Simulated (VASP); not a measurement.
# Si8N (P6/mmm) in VASP: notebook

Si8N is run at these levels: PBE; tasks: single point.

Program: VASP 6.6.1. These are calculated values, not measurements. Logs are shortened: lines on timing, memory, paths and dates and some standing lists are left out, and cuts for length are marked.

**1. The cell of the first run**

The structure is hexagonal, space group P6/mmm (No. 191). Conventional cell: a = 4.003 Å, b = 4.003 Å, c = 4.792 Å, α = 90.00°, β = 90.00°, γ = 120.00°. Si (site symmetry mm2) has 3 Si at 1.05 to 1.26 Å within 1.4 Å. Si (site symmetry -6m2) has 3 Si at 1.26 Å within 1.7 Å. N (site symmetry 6/mmm) has 24 Si at 2.62 to 3.33 Å within 3.5 Å.

The cell was built from a structure type or drawn by symmetry, and may not be a known phase.

**2. Single point, PBE**

Contents of INCAR:

```
PREC = Accurate ; ENCUT = 520
EDIFF = 1E-6 ; ISMEAR = 0
SIGMA = 0.1 ; LREAL = False
LASPH = True ; NELM = 80
ALGO = Normal ; ISIF = 2
LWAVE = False ; LCHARG = False
GGA = PE ; NBANDS = 28
```

Contents of KPOINTS:

```
Automatic mesh
0
Gamma
  6 6 4
```

Contents of POSCAR:

```
Si8N
1.0
    4.0029516500      0.0000000000      0.0000000000
   -2.0014758300      3.4666578200      0.0000000000
    0.0000000000      0.0000000000      4.7920134300
Si N
8 1
Direct
    0.8481862400      0.1518137600      0.0000000000
    0.8481862400      0.6963724800      0.0000000000
    0.3036275200      0.1518137600      0.0000000000
    0.1518137600      0.8481862400      0.0000000000
    0.1518137600      0.3036275200      0.0000000000
    0.6963724800      0.8481862400      0.0000000000
    0.3333333300      0.6666666700      0.0000000000
    0.6666666700      0.3333333300      0.0000000000
    0.0000000000      0.0000000000      0.5000000000
```

Potentials or basis: VASP PAW PBE potentials, release 64 (Si, N).

Started as:

```console
$ cat potpaw_PBE.64/Si/POTCAR potpaw_PBE.64/N/POTCAR > POTCAR
$ mpirun -np 1 vasp_std > vasp.out
```

OUTCAR:

```text
PREC = Accurate
   ENCUT = 520
   EDIFF = 1E-6
   ISMEAR = 0
   LREAL = False
   LASPH = True
   NELM = 80
   ISIF = 2
   GGA = PE

 ion  position               nearest neighbor table
   1  0.848  0.152  0.000-   5 1.05   6 1.05   8 1.26   3 1.82   2 1.82   7 2.00   7 2.00   4 2.11
                             3 2.18   2 2.18   4 2.42   4 2.42   8 2.98   8 2.98   6 3.14   5 3.14
   2  0.848  0.696  0.000-   4 1.05   6 1.05   8 1.26   3 1.82   1 1.82   7 2.00   7 2.00   5 2.11
                             3 2.18   1 2.18   5 2.42   5 2.42   8 2.98   8 2.98   6 3.14   4 3.14
   3  0.304  0.152  0.000-   4 1.05   5 1.05   8 1.26   2 1.82   1 1.82   7 2.00   7 2.00   6 2.11
                             2 2.18   1 2.18   6 2.42   6 2.42   8 2.98   8 2.98   4 3.14   5 3.14
   4  0.152  0.848  0.000-   2 1.05   3 1.05   7 1.26   6 1.82   5 1.82   8 2.00   8 2.00   1 2.11
                             6 2.18   5 2.18   1 2.42   1 2.42   7 2.98   7 2.98   3 3.14   2 3.14
   5  0.152  0.304  0.000-   1 1.05   3 1.05   7 1.26   6 1.82   4 1.82   8 2.00   8 2.00   2 2.11
                             6 2.18   4 2.18   2 2.42   2 2.42   7 2.98   7 2.98   3 3.14   1 3.14
   6  0.696  0.848  0.000-   1 1.05   2 1.05   7 1.26   5 1.82   4 1.82   8 2.00   8 2.00   3 2.11
                             5 2.18   4 2.18   3 2.42   3 2.42   7 2.98   7 2.98   1 3.14   2 3.14
   7  0.333  0.667  0.000-   4 1.26   6 1.26   5 1.26   2 2.00   3 2.00   1 2.00   1 2.00   2 2.00
                             3 2.00   8 2.31   8 2.31   8 2.31   6 2.98   5 2.98   5 2.98   6 2.98
   8  0.667  0.333  0.000-   1 1.26   3 1.26   2 1.26   5 2.00   6 2.00   4 2.00   4 2.00   5 2.00
                             6 2.00   7 2.31   7 2.31   7 2.31   3 2.98   2 2.98   2 2.98   3 2.98
   9  0.000  0.000  0.500-

 -----------------------------------------------------------------------------
|                                                                             |
|           W    W    AA    RRRRR   N    N  II  N    N   GGGG   !!!           |
|           W    W   A  A   R    R  NN   N  II  NN   N  G    G  !!!           |
|           W    W  A    A  R    R  N N  N  II  N N  N  G       !!!           |
|           W WW W  AAAAAA  RRRRR   N  N N  II  N  N N  G  GGG   !            |
|           WW  WW  A    A  R   R   N   NN  II  N   NN  G    G                |
|           W    W  A    A  R    R  N    N  II  N    N   GGGG   !!!           |
|                                                                             |
|     The distance between some ions is very small. Please check the          |
|     nearest-neighbor list in the OUTCAR file.                               |
|     I HOPE YOU KNOW WHAT YOU ARE DOING!                                     |
|                                                                             |
 -----------------------------------------------------------------------------

  LATTYP: Found a hexagonal cell.
 ALAT       =     4.0029516500
 C/A-ratio  =     1.1971199877

  Lattice vectors:

 A1 = (   4.0029516500,   0.0000000000,   0.0000000000)
 A2 = (  -2.0014758300,   3.4666578200,   0.0000000000)
 A3 = (   0.0000000000,   0.0000000000,   4.7920134300)

Analysis of symmetry for initial positions (statically):
=====================================================================
 Subroutine PRICEL returns:
 Original cell was already a primitive cell.

 Routine SETGRP: Setting up the symmetry group for a
 hexagonal supercell.

 Subroutine GETGRP returns: Found 24 space group operations
 (whereof 24 operations were pure point group operations)
 out of a pool of 24 trial point group operations.

The static configuration has the point symmetry D_6h.

Analysis of symmetry for dynamics (positions and initial velocities):
=====================================================================
 Subroutine PRICEL returns:
 Original cell was already a primitive cell.

 Routine SETGRP: Setting up the symmetry group for a
 hexagonal supercell.

 Subroutine GETGRP returns: Found 24 space group operations
 (whereof 24 operations were pure point group operations)
 out of a pool of 24 trial point group operations.

The dynamic configuration has the point symmetry D_6h.

 Subroutine INISYM returns: Found 24 space group operations
 (whereof 24 operations are pure point group operations),
 and found     1 'primitive' translations

----------------------------------------------------------------------------------------

                                     Primitive cell

  volume of cell :      66.4981

  direct lattice vectors                    reciprocal lattice vectors
     4.002951650  0.000000000  0.000000000     0.249815658  0.144231138  0.000000000
    -2.001475830  3.466657820  0.000000000     0.000000000  0.288462275  0.000000000
     0.000000000  0.000000000  4.792013430     0.000000000  0.000000000  0.208680550

  length of vectors
     4.002951650  4.002951653  4.792013430     0.288462275  0.288462275  0.208680550

  position of ions in fractional coordinates (direct lattice)
     0.848186240  0.151813760  0.000000000
     0.848186240  0.696372480  0.000000000
     0.303627520  0.151813760  0.000000000
     0.151813760  0.848186240  0.000000000
     0.151813760  0.303627520  0.000000000
     0.696372480  0.848186240  0.000000000
     0.333333330  0.666666670  0.000000000
     0.666666670  0.333333330  0.000000000
     0.000000000  0.000000000  0.500000000

  ion indices of the primitive-cell ions
   primitive index   ion index
                 1           1
                 2           2
                 3           3
                 4           4
                 5           5
                 6           6
                 7           7
                 8           8
                 9           9

----------------------------------------------------------------------------------------

 KPOINTS: Automatic mesh

Automatic generation of k-mesh.
 Grid dimensions read from file:
 generate k-points for:    6    6    4

 Generating k-lattice:

  Cartesian coordinates                     Fractional coordinates (reciprocal lattice)
     0.041635943  0.024038523  0.000000000     0.166666667  0.000000000  0.000000000
     0.000000000  0.048077046  0.000000000     0.000000000  0.166666667  0.000000000
     0.000000000  0.000000000  0.052170138     0.000000000  0.000000000  0.250000000

  Length of vectors
     0.048077046  0.048077046  0.052170138

  Shift w.r.t. Gamma in fractional coordinates (k-lattice)
     0.000000000  0.000000000  0.000000000

 Subroutine IBZKPT returns following result:
 ===========================================

 Found     21 irreducible k-points:

 Following reciprocal coordinates:
            Coordinates               Weight
  0.000000  0.000000  0.000000      1.000000
  0.166667  0.000000  0.000000      6.000000
  0.333333  0.000000  0.000000      6.000000
  0.500000  0.000000  0.000000      3.000000
  0.166667  0.166667  0.000000      6.000000
  0.333333  0.166667  0.000000     12.000000
[... 13 lines left out ...]
  0.333333  0.166667  0.500000     12.000000
  0.333333  0.333333  0.500000      2.000000
   k-points           NKPTS =     21   k-points in BZ     NKDIM =     21   number of bands    NBANDS=     28
   number of dos      NEDOS =    301   number of ions     NIONS =      9
   total plane-waves  NPLWV =  32400
   dimension x,y,z NGX =    30 NGY =   30 NGZ =   36
   dimension x,y,z NGXF=    60 NGYF=   60 NGZF=   72
   ions per type =               8   1
   NGX,Y,Z   is equivalent  to a cutoff of  12.46, 12.46, 12.49 a.u.
   NGXF,Y,Z  is equivalent  to a cutoff of  24.92, 24.92, 24.98 a.u.
 SYSTEM =  unknown system
   PREC   = accura    normal or accurate (medium, high low for compatibility)
   ISTART =      0    job   : 0-new  1-cont  2-samecut
   ICHARG =      2    charge: 1-file 2-atom 10-const
   ISPIN  =      1    spin polarized calculation?
   LNONCOLLINEAR =      F non collinear calculations
   LSORBIT =      F    spin-orbit coupling
   LASPH  =      T    aspherical Exc in radial PAW
   ENCUT  =  520.0 eV  38.22 Ry    6.18 a.u.   7.44  7.44  8.91*2*pi/ulx,y,z
   NELM   =     80;   NELMIN=  2; NELMDL= -5     # of ELM steps
   EDIFF  = 0.1E-05   stopping-criterion for ELM
   LREAL  =      F    real-space projection
   EDIFFG = 0.1E-04   stopping-criterion for IOM
   NSW    =      0    number of steps for IOM
   IBRION =     -1    ionic relax: 0-MD 1-quasi-New 2-CG
   NFREE  =      0    steps in history (QN), initial steepest desc. (CG)
   ISIF   =      2    stress and relaxation
   ISYM   =      2    0-nonsym 1-usesym 2-fastsym
   POTIM  = 0.5000    time-step for ionic-motion
   TEBEG  =    0.0;   TEEND  =   0.0 temperature during run
   PSTRESS=    0.0 pullay stress
   NELECT =      37.0000    total number of electrons
   NUPDOWN=      -1.0000    fix difference up-down
   EMIN   =  10.00;   EMAX   =-10.00  energy-range for DOS
   EFERMI =   0.00;   METHOD = LEGACY
   ISMEAR =     0;   SIGMA  =   0.10  broadening in eV -4-tet -1-fermi 0-gaus
   EFERMI_NEDOS =   21; number of points for ismear=-14 and -15
   IALGO  =     38    algorithm
   IMIX   =      4    mixing-type and parameters
     AMIX     =   0.40;   BMIX     =  1.00
     AMIX_MAG =   1.60;   BMIX_MAG =  1.00
  volume/ion in A,a.u.               =       7.39        49.86
  Fermi-wavevector in a.u.,A,eV,Ry     =   1.346498  2.544512 24.668126  1.813056
  Thomas-Fermi vector in A             =   2.474325
   LORBIT       =      0    0 simple, 1 ext, 2 COOP (PROOUT), +10 PAW based schemes
   GGA     = PE    functional components
   LHFCALC =     F    Hartree Fock is set to
   AEXX    =    0.0000 exact exchange contribution
   IVDW    =     0    specifies the selected vdW correction
   LEPSILON=     F    determine dielectric tensor
   LRPA    =     F    only Hartree local field effects (RPA)
 non-spin polarized calculation
 Gauss-broadening in eV      SIGMA  =   0.10
  energy-cutoff  :      520.00
  volume of cell :       66.50
 maximum number of plane-waves:      1811
 NGX is ok and might be reduce to    30
   NGX = 15   NGY = 15   NGZ = 17

 number of electron      37.0000004 magnetization

 Free energy of the ion-electron system (eV)
  ---------------------------------------------------
  ext. energy  EPLUGINS =         0.00000000
  ---------------------------------------------------
  free energy    TOTEN  =       457.33370205 eV

  energy without entropy =      457.35536552  energy(sigma->0) =      457.34453378

 E-fermi :  16.6409     XC(G=0): -12.0603

 val. band max:       16.6373574218   @ k =   0.1667   0.1667   0.0000
 cond. band min:      16.6440174852   @ k =   0.5000   0.0000   0.2500
 fundamental gap:      0.0066600634
 Fermi energy:        16.6409380257

 k-point     1 :       0.0000    0.0000    0.0000
  band No.  band energies     occupation
      1      -6.4613      2.00000
      2      -5.0749      2.00000
      3       0.1486      2.00000
      4       0.1486      2.00000
      5       0.1874      2.00000
      6       4.0001      2.00000
[... 20 lines left out ...]
     27      22.9767      0.00000
     28      23.0767      0.00000

 k-point     2 :       0.1667    0.0000    0.0000
  band No.  band energies     occupation
      1      -6.3474      2.00000
      2      -4.9453      2.00000
      3      -0.4291      2.00000
      4       0.0467      2.00000
      5       0.3306      2.00000
      6       3.9863      2.00000
[... 20 lines left out ...]
     27      22.3522      0.00000
     28      22.4957      0.00000

 k-point     3 :       0.3333    0.0000    0.0000
  band No.  band energies     occupation
      1      -6.1576      2.00000
      2      -4.4634      2.00000
      3      -1.6580      2.00000
      4      -0.1447      2.00000
      5       0.6756      2.00000
      6       3.9671      2.00000
[... 523 lines left out ...]
      3      -2.3524      2.00000
      4      -0.3792      2.00000
      5       0.2791      2.00000
      6       4.6309      2.00000
[... 20 lines left out ...]
     27      22.0000      0.00000
     28      22.5713      0.00000

 k-point    21 :       0.3333    0.3333    0.5000
  band No.  band energies     occupation
      1      -6.0455      2.00000
      2      -3.1575      2.00000
      3      -3.1575      2.00000
      4      -0.5778      2.00000
      5       0.3800      2.00000
      6       5.0731      2.00000
[... 20 lines left out ...]
     27      22.2584      0.00000
     28      22.5585      0.00000

------------------------ aborting loop because EDIFF is reached ----------------------------------------

  FORCE on cell =-STRESS in cart. coord.  units (eV):
  Direction    XX          YY          ZZ          XY          YZ          ZX
  --------------------------------------------------------------------------------------
  -------------------------------------------------------------------------------------
  Total      925.5382320    925.5382326      0.1225208     -0.0000013      0.0000000      0.0000000
  in kB    22299.5242850  22299.5242975      2.9519643     -0.0000322      0.0000000      0.0000000
  external PRESSURE =   14867.3335156 kB  Pullay stress =       0.0000000 kB

 VOLUME and BASIS-vectors are now :
 -----------------------------------------------------------------------------
  energy-cutoff  :      520.00
  volume of cell :       66.50
      direct lattice vectors                 reciprocal lattice vectors
     4.002951650  0.000000000  0.000000000     0.249815658  0.144231138  0.000000000
    -2.001475830  3.466657820  0.000000000     0.000000000  0.288462275  0.000000000
     0.000000000  0.000000000  4.792013430     0.000000000  0.000000000  0.208680550

 POSITION                                       TOTAL-FORCE (eV/Angst)
 -----------------------------------------------------------------------------------
      3.09140      0.52629      0.00000       -52.531363     30.328996     -0.000000
      2.00148      2.41409      0.00000         0.000000    -60.657993     -0.000000
      0.91155      0.52629      0.00000        52.531363     30.328996     -0.000000
     -1.08992      2.94037      0.00000        52.531363    -30.328996      0.000000
     -0.00000      1.05257      0.00000        -0.000000     60.657993      0.000000
      1.08992      2.94037      0.00000       -52.531363    -30.328996      0.000000
     -0.00000      2.31111      0.00000         0.000000     -0.000000     -0.000000
      2.00148      1.15555      0.00000         0.000000      0.000000     -0.000000
      0.00000      0.00000      2.39601         0.000000      0.000000     -0.000000
 -----------------------------------------------------------------------------------
    total drift:                                0.000000     -0.000000     -0.000000

  FREE ENERGIE OF THE ION-ELECTRON SYSTEM (eV)
  ---------------------------------------------------
  free  energy   TOTEN  =       457.3337020490 eV

  energy  without entropy=      457.3553655163  energy(sigma->0) =      457.34453378
```

It took 69 s on 1 thread of Intel Xeon 8259CL, shared host; peak memory 0.19 GiB.

The run converged, but its numbers aren't listed here, since they failed a check.

Caveat: atoms lie so close that the PAW spheres overlap strongly, which falsifies energies and pressures; the cell stands under pressure; forces of over 1 eV/Å act on the atoms, so gaps and moduli don't describe the material at rest.

**3. Single point, PBE**

This run uses another cell than the first one, of 17.18 Å³/atom.

Contents of INCAR:

```
SYSTEM = Si8N
  PREC = Accurate
  ENCUT = 520
  EDIFF = 1E-6
  ISMEAR = 0
  SIGMA = 0.1
  LREAL = .FALSE.
  LASPH = .TRUE.
  NELM = 80
  ALGO = Normal
  ISIF = 2
  LWAVE = .FALSE.
  LCHARG = .FALSE.
  GGA = PE
  NBANDS = 28
```

Contents of KPOINTS:

```
Automatic mesh
0
G
  3 3 6
  0 0 0
```

Contents of POSCAR:

```
Si8N
1.0
    8.1775890297      0.0000000000      0.0000000000
   -4.0887945148      7.0819998414      0.0000000000
    0.0000000000      0.0000000000      2.6703201544
Si N
8 1
Direct
    0.8354507520      0.1645492480      0.0000000000
    0.8354507520      0.6709015039      0.0000000000
    0.3290984961      0.1645492480      0.0000000000
    0.1645492480      0.8354507520      0.0000000000
    0.1645492480      0.3290984961      0.0000000000
    0.6709015039      0.8354507520      0.0000000000
    0.3333333333      0.6666666667      0.0000000000
    0.6666666667      0.3333333333      0.0000000000
    0.0000000000      0.0000000000      0.5000000000
```

Potentials or basis: VASP PAW PBE potentials, release 64 (Si, N).

Started as:

```console
$ cat potpaw_PBE.64/Si/POTCAR potpaw_PBE.64/N/POTCAR > POTCAR
$ mpirun -np 1 vasp_std > vasp.out
```

It took 79 s on 1 thread of Intel Xeon 8259CL, shared host; peak memory 0.26 GiB.

Results (log left out):

```yaml
Free_energy: -44.7845 eV
Pressure: 0.0 GPa
Largest_force: 0.027 eV/Å
Band_gap_on_the_k_mesh: zero (an odd number of electrons rules out a gap without spin polarisation)
```

Forces on the atoms (eV/Å):
```
Si   0.023 -0.013  0.000
Si   0.000  0.027  0.000
Si  -0.023 -0.013  0.000
Si  -0.023  0.013  0.000
Si   0.000 -0.027  0.000
Si   0.023  0.013  0.000
Si   0.000  0.000  0.000
Si   0.000  0.000  0.000
N    0.000  0.000  0.000
```

Levels at points of the mesh, in eV from the Fermi level:
| k point | band 17 | band 18 | band 19 | band 20 | band 21 | band 22 |
| --- | --- | --- | --- | --- | --- | --- |
| (0.00, 0.00, 0.00) | -0.90 | -0.90 | 0.65 | 0.78 | 3.51 | 3.51 |
| (0.00, 0.00, 0.50) | -1.39 | -1.31 | -1.31 | -0.46 | -0.46 | -0.25 |

Caveat: the k points lie up to 0.39 Å⁻¹ apart, too coarse for converged energies and pressures of a metal.

(Continued in part 2 of 2.)
